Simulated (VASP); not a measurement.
# AlRu (P4/mmm) in VASP: notebook

AlRu is run at these levels: r2SCAN; tasks: single point.

Program: VASP 6.6.1. These are calculated values, not measurements. Logs are shortened: lines on timing, memory, paths and dates and some standing lists are left out, and cuts for length are marked.

**1. The cell of the first run**

The structure is tetragonal, space group P4/mmm (No. 123). Conventional cell: a = 3.066 Å, b = 3.066 Å, c = 3.141 Å, α = 90.00°, β = 90.00°, γ = 90.00°. Al (site symmetry 4/mmm) has 8 Ru at 2.68 Å and 6 Al at 3.07 to 3.14 Å within 3.5 Å. Ru (site symmetry 4/mmm) has 8 Al at 2.68 Å and 6 Ru at 3.07 to 3.14 Å within 3.5 Å.

**2. Single point, r2SCAN (strain +0.025 along x and y, +0.050 along z)**

Contents of POSCAR:

```
AlRu
1.0
    3.0663900000      0.0000000000      0.0000000000
    0.0000000000      3.0663900000      0.0000000000
    0.0000000000      0.0000000000      3.1411800000
Al Ru
1 1
Direct
    0.0000000000      0.0000000000      0.0000000000
    0.5000000000      0.5000000000      0.5000000000
```

Contents of INCAR.step1:

```
PREC = Accurate
ENCUT = 520
ISMEAR = 0
SIGMA = 0.15
LREAL = F
LASPH = T
NELM = 100
NBANDS = 16
GGA = PE
ALGO = Normal
EDIFF = 1E-4
LWAVE = T
LCHARG = F
```

Contents of INCAR.step2:

```
PREC = Accurate
ENCUT = 520
EDIFF = 1E-7
ISMEAR = 0
SIGMA = 0.15
LREAL = F
LASPH = T
NELM = 100
ALGO = Normal
ISIF = 2
LWAVE = F
LCHARG = T
METAGGA = R2SCAN
LMIXTAU = T
LELF = T
LVHAR = T
NBANDS = 16
ISTART = 1
```

Contents of KPOINTS:

```
Automatic mesh
0
Gamma
  16 16 16
```

Potentials or basis: VASP PAW PBE potentials, release 64 (Al, Ru_pv).

Launch:

```console
$ cat potpaw_PBE.64/Al/POTCAR potpaw_PBE.64/Ru_pv/POTCAR > POTCAR
$ cp INCAR.step1 INCAR
$ mpirun -np 1 vasp_std > vasp.out
$ cp INCAR.step2 INCAR
$ mpirun -np 1 vasp_std > vasp.out
```

OUTCAR:

```text
PREC = Accurate
   ENCUT = 520
   EDIFF = 1E-7
   ISMEAR = 0
   LREAL = F
   LASPH = T
   NELM = 100
   ISIF = 2
   METAGGA = R2SCAN
   ISTART = 1

 ion  position               nearest neighbor table
   1  0.000  0.000  0.000-   2 2.68   2 2.68   2 2.68   2 2.68   2 2.68   2 2.68   2 2.68   2 2.68

   2  0.500  0.500  0.500-   1 2.68   1 2.68   1 2.68   1 2.68   1 2.68   1 2.68   1 2.68   1 2.68

  LATTYP: Found a simple tetragonal cell.
 ALAT       =     3.0663900000
 C/A-ratio  =     1.0243902439

  Lattice vectors:

 A1 = (   3.0663900000,   0.0000000000,   0.0000000000)
 A2 = (   0.0000000000,   3.0663900000,   0.0000000000)
 A3 = (   0.0000000000,   0.0000000000,   3.1411800000)

Analysis of symmetry for initial positions (statically):
=====================================================================
 Subroutine PRICEL returns:
 Original cell was already a primitive cell.

 Routine SETGRP: Setting up the symmetry group for a
 simple tetragonal supercell.

 Subroutine GETGRP returns: Found 16 space group operations
 (whereof 16 operations were pure point group operations)
 out of a pool of 16 trial point group operations.

The static configuration has the point symmetry D_4h.

Analysis of symmetry for dynamics (positions and initial velocities):
=====================================================================
 Subroutine PRICEL returns:
 Original cell was already a primitive cell.

 Routine SETGRP: Setting up the symmetry group for a
 simple tetragonal supercell.

 Subroutine GETGRP returns: Found 16 space group operations
 (whereof 16 operations were pure point group operations)
 out of a pool of 16 trial point group operations.

The dynamic configuration has the point symmetry D_4h.

 Subroutine INISYM returns: Found 16 space group operations
 (whereof 16 operations are pure point group operations),
 and found     1 'primitive' translations

----------------------------------------------------------------------------------------

                                     Primitive cell

  volume of cell :      29.5357

  direct lattice vectors                    reciprocal lattice vectors
     3.066390000  0.000000000  0.000000000     0.326116378  0.000000000  0.000000000
     0.000000000  3.066390000  0.000000000     0.000000000  0.326116378  0.000000000
     0.000000000  0.000000000  3.141180000     0.000000000  0.000000000  0.318351702

  length of vectors
     3.066390000  3.066390000  3.141180000     0.326116378  0.326116378  0.318351702

  position of ions in fractional coordinates (direct lattice)
     0.000000000  0.000000000  0.000000000
     0.500000000  0.500000000  0.500000000

  ion indices of the primitive-cell ions
   primitive index   ion index
                 1           1
                 2           2

----------------------------------------------------------------------------------------

 KPOINTS: Automatic mesh

Automatic generation of k-mesh.
 Grid dimensions read from file:
 generate k-points for:   16   16   16

 Generating k-lattice:

  Cartesian coordinates                     Fractional coordinates (reciprocal lattice)
     0.020382274  0.000000000  0.000000000     0.062500000  0.000000000  0.000000000
     0.000000000  0.020382274  0.000000000     0.000000000  0.062500000  0.000000000
     0.000000000  0.000000000  0.019896981     0.000000000  0.000000000  0.062500000

  Length of vectors
     0.020382274  0.020382274  0.019896981

  Shift w.r.t. Gamma in fractional coordinates (k-lattice)
     0.000000000  0.000000000  0.000000000

 Subroutine IBZKPT returns following result:
 ===========================================

 Found    405 irreducible k-points:

 Following reciprocal coordinates:
            Coordinates               Weight
  0.000000  0.000000  0.000000      1.000000
  0.062500  0.000000  0.000000      4.000000
  0.125000  0.000000  0.000000      4.000000
  0.187500  0.000000  0.000000      4.000000
  0.250000  0.000000  0.000000      4.000000
  0.312500  0.000000  0.000000      4.000000
[... 16 lines left out ...]
  0.437500  0.125000  0.000000      8.000000
  0.500000  0.125000  0.000000      4.000000
 [... further k-points ...]
   k-points           NKPTS =    405   k-points in BZ     NKDIM =    405   number of bands    NBANDS=     16
   number of dos      NEDOS =    301   number of ions     NIONS =      2
   total plane-waves  NPLWV =  13824
   dimension x,y,z NGX =    24 NGY =   24 NGZ =   24
   dimension x,y,z NGXF=    48 NGYF=   48 NGZF=   48
   ions per type =               1   1
   NGX,Y,Z   is equivalent  to a cutoff of  13.01, 13.01, 12.70 a.u.
   NGXF,Y,Z  is equivalent  to a cutoff of  26.02, 26.02, 25.40 a.u.
 SYSTEM =  unknown system
   PREC   = accura    normal or accurate (medium, high low for compatibility)
   ISTART =      1    job   : 0-new  1-cont  2-samecut
   ICHARG =      0    charge: 1-file 2-atom 10-const
   ISPIN  =      1    spin polarized calculation?
   LNONCOLLINEAR =      F non collinear calculations
   LSORBIT =      F    spin-orbit coupling
   LASPH  =      T    aspherical Exc in radial PAW
   ENCUT  =  520.0 eV  38.22 Ry    6.18 a.u.   5.70  5.70  5.84*2*pi/ulx,y,z
   NELM   =    100;   NELMIN=  2; NELMDL=  0     # of ELM steps
   EDIFF  = 0.1E-06   stopping-criterion for ELM
   LREAL  =      F    real-space projection
   EDIFFG = 0.1E-05   stopping-criterion for IOM
   NSW    =      0    number of steps for IOM
   IBRION =     -1    ionic relax: 0-MD 1-quasi-New 2-CG
   NFREE  =      0    steps in history (QN), initial steepest desc. (CG)
   ISIF   =      2    stress and relaxation
   ISYM   =      2    0-nonsym 1-usesym 2-fastsym
   POTIM  = 0.5000    time-step for ionic-motion
   TEBEG  =    0.0;   TEEND  =   0.0 temperature during run
   PSTRESS=    0.0 pullay stress
   NELECT =      17.0000    total number of electrons
   NUPDOWN=      -1.0000    fix difference up-down
   EMIN   =  10.00;   EMAX   =-10.00  energy-range for DOS
   EFERMI =   0.00;   METHOD = LEGACY
   ISMEAR =     0;   SIGMA  =   0.15  broadening in eV -4-tet -1-fermi 0-gaus
   EFERMI_NEDOS =   21; number of points for ismear=-14 and -15
   IALGO  =     38    algorithm
   IMIX   =      4    mixing-type and parameters
     AMIX     =   0.40;   BMIX     =  1.00
     AMIX_MAG =   1.60;   BMIX_MAG =  1.00
  volume/ion in A,a.u.               =      14.77        99.66
  Fermi-wavevector in a.u.,A,eV,Ry     =   1.361785  2.573401 25.231445  1.854459
  Thomas-Fermi vector in A             =   2.488331
   LORBIT       =      0    0 simple, 1 ext, 2 COOP (PROOUT), +10 PAW based schemes
   METAGGA = R2SCAN    functional components
   LHFCALC =     F    Hartree Fock is set to
   AEXX    =    0.0000 exact exchange contribution
   IVDW    =     0    specifies the selected vdW correction
   LEPSILON=     F    determine dielectric tensor
   LRPA    =     F    only Hartree local field effects (RPA)
 non-spin polarized calculation
 Gauss-broadening in eV      SIGMA  =   0.15
  energy-cutoff  :      520.00
  volume of cell :       29.54
 maximum number of plane-waves:       820
 NGX is ok and might be reduce to    24
   NGX = 11   NGY = 11   NGZ = 11

 number of electron      17.0000004 magnetization

 Free energy of the ion-electron system (eV)
  ---------------------------------------------------
  ext. energy  EPLUGINS =         0.00000000
  ---------------------------------------------------
  free energy    TOTEN  =       -33.42263931 eV

  energy without entropy =      -33.40254456  energy(sigma->0) =      -33.41259194

 E-fermi :   9.2577     XC(G=0): -13.0753

 val. band max:        9.2570266781   @ k =   0.1875   0.0625   0.0625
 cond. band min:       9.2579521232   @ k =   0.3750   0.1250   0.0000
 fundamental gap:      0.0009254451
 Fermi energy:         9.2577139279

 k-point     1 :       0.0000    0.0000    0.0000
  band No.  band energies     occupation
      1     -33.8203      2.00000
      2     -33.7964      2.00000
      3     -33.7964      2.00000
      4      -0.3516      2.00000
      5       6.0884      2.00000
      6       6.0939      2.00000
[... 8 lines left out ...]
     15      20.1093      0.00000
     16      23.8754      0.00000

 k-point     2 :       0.0625    0.0000    0.0000
  band No.  band energies     occupation
      1     -33.8197      2.00000
      2     -33.8030      2.00000
      3     -33.7958      2.00000
      4      -0.2773      2.00000
      5       6.1141      2.00000
      6       6.1168      2.00000
[... 8 lines left out ...]
     15      20.4117      0.00000
     16      24.1387      0.00000

 k-point     3 :       0.1250    0.0000    0.0000
  band No.  band energies     occupation
      1     -33.8218      2.00000
      2     -33.8180      2.00000
      3     -33.7942      2.00000
      4      -0.0568      2.00000
      5       6.1648      2.00000
      6       6.1927      2.00000
[... 8 lines left out ...]
     15      21.0074      0.00000
     16      24.9670      0.00000

 k-point     4 :       0.1875    0.0000    0.0000
  band No.  band energies     occupation
      1     -33.8499      2.00000
      2     -33.8155      2.00000
      3     -33.7918      2.00000
      4       0.3035      2.00000
      5       6.1887      2.00000
      6       6.3112      2.00000
[... 8 lines left out ...]
     15      21.5015      0.00000
     16      26.3225      0.00000
[... 324 lines left out ...]
 k-point    22 :       0.3750    0.1250    0.0000
  band No.  band energies     occupation
      1     -33.9406      2.00000
      2     -33.8083      2.00000
      3     -33.8050      2.00000
      4       2.3236      2.00000
      5       5.3262      2.00000
      6       6.8693      2.00000
[... 8 lines left out ...]
     15      22.1241      0.00000
     16      22.9596      0.00000

 k-point    23 :       0.4375    0.1250    0.0000
  band No.  band energies     occupation
      1     -33.9590      2.00000
      2     -33.8066      2.00000
      3     -33.8033      2.00000
      4       3.0682      2.00000
      5       4.6250      2.00000
      6       6.9927      2.00000
[... 8 lines left out ...]
     15      21.1194      0.00000
     16      21.9030      0.00000

 k-point    24 :       0.5000    0.1250    0.0000
  band No.  band energies     occupation
      1     -33.9654      2.00000
      2     -33.8060      2.00000
      3     -33.8027      2.00000
      4       3.7996      2.00000
      5       3.9024      2.00000
      6       7.0423      2.00000
[... 8 lines left out ...]
     15      20.6163      0.00000
     16      21.0997      0.00000

 [... further k-points ...]

------------------------ aborting loop because EDIFF is reached ----------------------------------------

  FORCE on cell =-STRESS in cart. coord.  units (eV):
  Direction    XX          YY          ZZ          XY          YZ          ZX
  --------------------------------------------------------------------------------------
  -------------------------------------------------------------------------------------
  Total       -3.2402492     -3.2402492     -3.8457892      0.0000000     -0.0000000      0.0000000
  in kB     -175.7686378   -175.7686378   -208.6164013      0.0000000     -0.0000000      0.0000000
  external PRESSURE =    -186.7178923 kB  Pullay stress =       0.0000000 kB

 VOLUME and BASIS-vectors are now :
 -----------------------------------------------------------------------------
  energy-cutoff  :      520.00
  volume of cell :       29.54
      direct lattice vectors                 reciprocal lattice vectors
     3.066390000  0.000000000  0.000000000     0.326116378  0.000000000  0.000000000
     0.000000000  3.066390000  0.000000000     0.000000000  0.326116378  0.000000000
     0.000000000  0.000000000  3.141180000     0.000000000  0.000000000  0.318351702

 POSITION                                       TOTAL-FORCE (eV/Angst)
 -----------------------------------------------------------------------------------
      0.00000      0.00000      0.00000         0.000000      0.000000      0.000000
      1.53320      1.53320      1.57059         0.000000      0.000000      0.000000
 -----------------------------------------------------------------------------------
    total drift:                                0.000000     -0.000000     -0.000000

  FREE ENERGIE OF THE ION-ELECTRON SYSTEM (eV)
  ---------------------------------------------------
  free  energy   TOTEN  =       -33.4226393119 eV

  energy  without entropy=      -33.4025445612  energy(sigma->0) =      -33.41259194
```

Wall time 4.6 min (1 thread of AMD EPYC 9R45 (Zen 5), shared host); peak memory 0.27 GiB.

What came out:

```
Free energy            : -33.4226 eV
Pressure               : -18.7 GPa
Band gap on the k mesh : zero (an odd number of electrons rules out a gap without spin polarisation)
```

Caveat: the cell differs from its parent crystal (strain +0.025 along x and y, +0.050 along z); the cell stands under tension; the PAW data sets were made with another functional, which shifts forces and pressure a little.

**3. Single point, r2SCAN (strain -0.025 along x and y, -0.050 along z)**

Contents of POSCAR:

```
AlRu
1.0
    2.9168100000      0.0000000000      0.0000000000
    0.0000000000      2.9168100000      0.0000000000
    0.0000000000      0.0000000000      2.8420200000
Al Ru
1 1
Direct
    0.0000000000      0.0000000000      0.0000000000
    0.5000000000      0.5000000000      0.5000000000
```

Contents of INCAR.step1:

```
PREC = Accurate
ENCUT = 520
ISMEAR = 0
SIGMA = 0.15
LREAL = False
LASPH = True
NELM = 60
NBANDS = 16
GGA = PE
ALGO = Normal
EDIFF = 1E-4
LWAVE = True
LCHARG = False
```

Contents of INCAR.step2:

```
PREC = Accurate
ENCUT = 520
EDIFF = 1E-6
ISMEAR = 0
SIGMA = 0.15
LREAL = False
LASPH = True
NELM = 60
ALGO = Normal
ISIF = 2
LWAVE = False
LCHARG = False
METAGGA = R2SCAN
LMIXTAU = True
NBANDS = 16
ISTART = 1
```

Contents of KPOINTS:

```
regular mesh
0
Gamma
  16 16 16
```

Potentials or basis: VASP PAW PBE potentials, release 64 (Al, Ru_pv).

Launch:

```console
$ cat potpaw_PBE.64/Al/POTCAR potpaw_PBE.64/Ru_pv/POTCAR > POTCAR
$ cp INCAR.step1 INCAR
$ mpirun -np 1 vasp_std > vasp.out
$ cp INCAR.step2 INCAR
$ mpirun -np 1 vasp_std > vasp.out
```

OUTCAR:

```text
PREC = Accurate
   ENCUT = 520
   EDIFF = 1E-6
   ISMEAR = 0
   LREAL = False
   LASPH = True
   NELM = 60
   ISIF = 2
   METAGGA = R2SCAN
   ISTART = 1

 ion  position               nearest neighbor table
   1  0.000  0.000  0.000-   2 2.50   2 2.50   2 2.50   2 2.50   2 2.50   2 2.50   2 2.50   2 2.50

   2  0.500  0.500  0.500-   1 2.50   1 2.50   1 2.50   1 2.50   1 2.50   1 2.50   1 2.50   1 2.50

  LATTYP: Found a simple tetragonal cell.
 ALAT       =     2.9168100000
 C/A-ratio  =     0.9743589744

[... 647 lines left out ...]

  FORCE on cell =-STRESS in cart. coord.  units (eV):
  Direction    XX          YY          ZZ          XY          YZ          ZX
  --------------------------------------------------------------------------------------
  -------------------------------------------------------------------------------------
  Total        3.5288165      3.5288165      4.5138936      0.0000000      0.0000000      0.0000000
  in kB      233.8278558    233.8278558    299.1014316      0.0000000      0.0000000      0.0000000
  external PRESSURE =     255.5857144 kB  Pullay stress =       0.0000000 kB

 VOLUME and BASIS-vectors are now :
 -----------------------------------------------------------------------------
  energy-cutoff  :      520.00
  volume of cell :       24.18
      direct lattice vectors                 reciprocal lattice vectors
     2.916810000  0.000000000  0.000000000     0.342840295  0.000000000  0.000000000
     0.000000000  2.916810000  0.000000000     0.000000000  0.342840295  0.000000000
     0.000000000  0.000000000  2.842020000     0.000000000  0.000000000  0.351862408

 POSITION                                       TOTAL-FORCE (eV/Angst)
 -----------------------------------------------------------------------------------
      0.00000      0.00000      0.00000         0.000000      0.000000      0.000000
      1.45840      1.45840      1.42101         0.000000      0.000000      0.000000
 -----------------------------------------------------------------------------------
    total drift:                                0.000000     -0.000000     -0.000000

  FREE ENERGIE OF THE ION-ELECTRON SYSTEM (eV)
  ---------------------------------------------------
  free  energy   TOTEN  =       -33.4362258895 eV

  energy  without entropy=      -33.4207542019  energy(sigma->0) =      -33.42849005
```

Run time: 2.4 min. Hardware: 1 thread of Intel Xeon 6975P-C (Granite Rapids), shared host; peak memory 0.27 GiB.

What came out:

```
Free energy            : -33.4362 eV
Pressure               : 25.6 GPa
Band gap on the k mesh : zero (an odd number of electrons rules out a gap without spin polarisation)
```

Caveat: the cell differs from its parent crystal (strain -0.025 along x and y, -0.050 along z); the stress differs along the axes, from 23 to 30 GPa; the PAW data sets were made with another functional, which shifts forces and pressure a little.

**4. Single point, r2SCAN (strain -0.050 along x and y, +0.025 along z)**

Contents of POSCAR:

```
AlRu
1.0
    2.8420200000      0.0000000000      0.0000000000
    0.0000000000      2.8420200000      0.0000000000
    0.0000000000      0.0000000000      3.0663900000
Al Ru
1 1
Direct
    0.0000000000      0.0000000000      0.0000000000
    0.5000000000      0.5000000000      0.5000000000
```

Contents of INCAR.step1:

```
PREC = Accurate ; ENCUT = 520
ISMEAR = 0 ; SIGMA = 0.15
LREAL = False ; LASPH = True
NELM = 80 ; NBANDS = 16
GGA = PE ; ALGO = Normal
EDIFF = 1E-4 ; LWAVE = True
LCHARG = False
```

Contents of INCAR.step2:

```
PREC = Accurate ; ENCUT = 520
EDIFF = 1E-6 ; ISMEAR = 0
SIGMA = 0.15 ; LREAL = False
LASPH = True ; NELM = 80
ALGO = Normal ; ISIF = 2
LWAVE = False ; LCHARG = True
METAGGA = R2SCAN ; LMIXTAU = True
LELF = True ; LVHAR = True
NBANDS = 16 ; ISTART = 1
```

KPOINTS is that of step 3.

Launch:

```console
$ cat potpaw_PBE.64/Al/POTCAR potpaw_PBE.64/Ru_pv/POTCAR > POTCAR
$ cp INCAR.step1 INCAR
$ mpirun -np 1 vasp_std > vasp.out
$ cp INCAR.step2 INCAR
$ mpirun -np 1 vasp_std > vasp.out
```

Run time: 2.5 min. Hardware: 1 thread of Intel Xeon 6975P-C (Granite Rapids), shared host; peak memory 0.28 GiB.

Results (log left out):

* Free energy: -33.4593 eV
* Pressure: 18.7 GPa
* Band gap on the k mesh: zero (an odd number of electrons rules out a gap without spin polarisation)

Stress tensor (GPa, compression positive):
```
24.14  0.00  0.00
 0.00 24.14  0.00
 0.00  0.00  7.80
```

Levels at points of the mesh, in eV from the Fermi level:
| k point | band 7 | band 8 | band 9 | band 10 | band 11 | band 12 |
| --- | --- | --- | --- | --- | --- | --- |
| (0.00, 0.00, 0.00) | 0.00 | 0.00 | 0.55 | 5.22 | 7.75 | 7.75 |
| (0.50, 0.00, 0.00) | -2.61 | -1.59 | 0.37 | 3.27 | 7.52 | 10.41 |
| (0.50, 0.50, 0.00) | -1.98 | -1.25 | -1.25 | 2.26 | 6.90 | 7.95 |
| (0.00, 0.00, 0.50) | -1.55 | -1.55 | 0.74 | 1.79 | 7.74 | 10.41 |
| (0.50, 0.00, 0.50) | -1.42 | -1.29 | -1.05 | 1.60 | 5.95 | 7.28 |
| (0.50, 0.50, 0.50) | 1.68 | 2.33 | 3.67 | 4.10 | 4.71 | 4.71 |

Caveat: the cell differs from its parent crystal (strain -0.050 along x and y, +0.025 along z); the stress differs along the axes, from 8 to 24 GPa; the PAW data sets were made with another functional, which shifts forces and pressure a little.

(Part 1 of 2 ends here.)
